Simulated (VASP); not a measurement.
Here is a VASP 6.6.1 calculation.

File INCAR:

```
  PREC = Accurate
  ENCUT = 600
  EDIFF = 1E-6
  ISMEAR = 0
  SIGMA = 0.1
  LREAL = False
  LASPH = True
  NELM = 80
  ALGO = Normal
  ISIF = 3
  LWAVE = False
  LCHARG = False
  GGA = PE
  IBRION = 2
  NSW = 100
  EDIFFG = -0.01
```

Contents of KPOINTS:

```
regular mesh
0
Gamma
  14 14 42
```

The input POSCAR:

```
C
1.0
    4.0060086974      0.0000000000      0.0000000000
    0.0000000000      4.0060086974      0.0000000000
    0.0000000000      0.0000000000      1.2790245548
C
1
Direct
    0.5000000000      0.5000000000      0.0000000000
```

Potentials or basis: VASP PAW PBE potentials, release 64 (C).

Command:

```console
$ cat potpaw_PBE.64/C/POTCAR > POTCAR
$ mpirun -np 1 vasp_std > vasp.out
```

Q: Predict the relaxed volume.

A: 22.62 Å³/atom.

Q: Predict the space group after relaxing (to 0.1 Å).

A: P4/mmm (No. 123).

Q: What does it give for the band gap on the k mesh?

A: Zero (bands 2 and 3 overlap by 14.64 eV).

Q: What does it give for the relaxed cell?

A: a = 4.201 Å, b = 4.201 Å, c = 1.282 Å, α = 90.00°, β = 90.00°, γ = 90.00°.

Final structure:
```yaml
crystal:
  lattice:
    - [4.20117, 0.00000, 0.00000]
    - [0.00000, 4.20117, 0.00000]
    - [0.00000, 0.00000, 1.28161]
  atoms:
    - { symbol: C, position: [0.50000, 0.50000, 0.00000] }
```
